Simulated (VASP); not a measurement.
A run of VASP 6.6.1 is set up as follows.

File POSCAR:

```
BN
1.0
    2.5039917043      0.0000000000      0.0000000000
   -1.2519958522      2.1685204268      0.0000000000
    0.0000000000      0.0000000000      6.6612000000
B N
2 2
Direct
    0.3333333333      0.6666666667      0.2500000000
    0.6666666667      0.3333333333      0.7500000000
    0.3333333333      0.6666666667      0.7500000000
    0.6666666667      0.3333333333      0.2500000000
```

The input INCAR.step1:

```
SYSTEM = BN
ALGO = Normal
EDIFF = 1E-4
ENCUT = 520
GGA = PE
ISMEAR = 0
LASPH = .True.
LCHARG = .False.
LREAL = .False.
LWAVE = .True.
NBANDS = 16
NELM = 80
PREC = Accurate
SIGMA = 0.05
```

The input INCAR.step2:

```
SYSTEM = BN
ALGO = Normal
EDIFF = 1E-6
ENCUT = 520
ISIF = 2
ISMEAR = 0
ISTART = 1
LASPH = .True.
LCHARG = .False.
LMIXTAU = .True.
LREAL = .False.
LWAVE = .False.
METAGGA = R2SCAN
NBANDS = 16
NELM = 80
PREC = Accurate
SIGMA = 0.05
```

The input KPOINTS:

```
k-points
0
Gamma
  12 12 4
  0 0 0
```

Potentials or basis: VASP PAW PBE potentials, release 64 (B, N).

Launch:

```sh
$ cat potpaw_PBE.64/B/POTCAR potpaw_PBE.64/N/POTCAR > POTCAR
$ cp INCAR.step1 INCAR
$ mpirun -np 1 vasp_std > vasp.out
$ cp INCAR.step2 INCAR
$ mpirun -np 1 vasp_std > vasp.out
```

(1) Estimate the band gap on the k mesh.

(2) Predict the pressure.

Answers

(1) 4.88 eV, indirect (least direct gap 5.32 eV).

(2) -0.2 GPa.

Caveat: the PAW data sets were made with another functional, which shifts forces and pressure a little.
